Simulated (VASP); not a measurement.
A run of VASP 6.6.1 is set up as follows.

INCAR

```
PREC = Accurate
ENCUT = 520
EDIFF = 1E-6
ISMEAR = -1
SIGMA = 0.1
LREAL = False
LASPH = True
NELM = 80
ALGO = Normal
ISIF = 2
LWAVE = False
LCHARG = True
GGA = CA
LELF = True
LVHAR = True
NBANDS = 22
```

KPOINTS

```
regular mesh
0
Gamma
  9 9 9
```

Contents of POSCAR:

```
Bi
1.0
    0.0000000000      3.4570207020      3.4570207020
    3.4570207020      0.0000000000      3.4570207020
    3.4570207020      3.4570207020      0.0000000000
Bi
2
Direct
    0.1250000000      0.1250000000      0.1250000000
    0.8750000000      0.8750000000      0.8750000000
```

Potentials or basis: VASP PAW LDA potentials, release 64 (Bi_d).

Launch:

```sh
$ cat potpaw_LDA.64/Bi_d/POTCAR > POTCAR
$ mpirun -np 1 vasp_std > vasp.out
```

(1) Estimate the pressure.

(2) Estimate the band gap on the k mesh.

## Answers

(1) 3.5 GPa.

(2) zero (bands 15 and 16 overlap by 0.88 eV).

Caveat: the cell stands under pressure; spin-orbit coupling is left out, which moves the levels of the heavy elements.
